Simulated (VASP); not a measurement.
Ga2As: single point with PBE

The system is Ga2As.

```
Ga As
1.0
     4.35120    0.00000    0.00000
    -2.17560    3.76825    0.00000
     0.00000    0.00000    4.23627
Ga As
2 1
Direct
  0.66667 0.33333 0.00000
  0.33333 0.66667 0.50000
  0.00000 0.00000 0.50000
```

The cell was generated, and may not be a known phase.

```yaml
Program: VASP 6.6.1
Task: single point
Functional: PBE
Potentials_or_basis: VASP PAW PBE potentials, release 64 (Ga_d, As)
Cutoff: 520 eV
k_mesh: 6 × 6 × 4
Occupations: gaussian, width 0.1 eV
Spin: no spin polarisation
```

```yaml
Pressure: 0.1 GPa
Band_gap_on_the_k_mesh: zero (an odd number of electrons rules out a gap without spin polarisation)
```

Stress tensor (GPa, compression positive):
```
 0.16  0.00  0.00
 0.00  0.16  0.00
 0.00  0.00 -0.05
```

Levels at points of the mesh, in eV from the Fermi level:
```csv
k point,band 12,band 13,band 14,band 15,band 16,band 17,band 18,band 19,band 20,band 21
"(0.00, 0.00, 0.00)",-4.74,-2.59,-2.16,-2.16,-1.57,0.78,0.78,4.02,4.64,7.27
"(0.50, 0.00, 0.00)",-8.03,-4.14,-3.69,-0.84,1.03,1.24,1.94,4.06,4.59,6.90
"(0.00, 0.00, 0.50)",-7.07,-2.27,-1.90,-1.90,0.82,2.68,2.68,2.86,2.97,2.97
"(0.50, 0.00, 0.50)",-7.04,-5.19,-3.61,-3.08,-1.11,0.73,1.63,5.38,7.17,7.72
```

It took 11 s on 1 thread of Intel(R) Xeon(R) 6975P-C (Granite Rapids) (shared host), peak memory 0.18 GiB.

Caveat: the k points lie up to 0.37 Å⁻¹ apart, too coarse for converged energies and pressures of a metal.
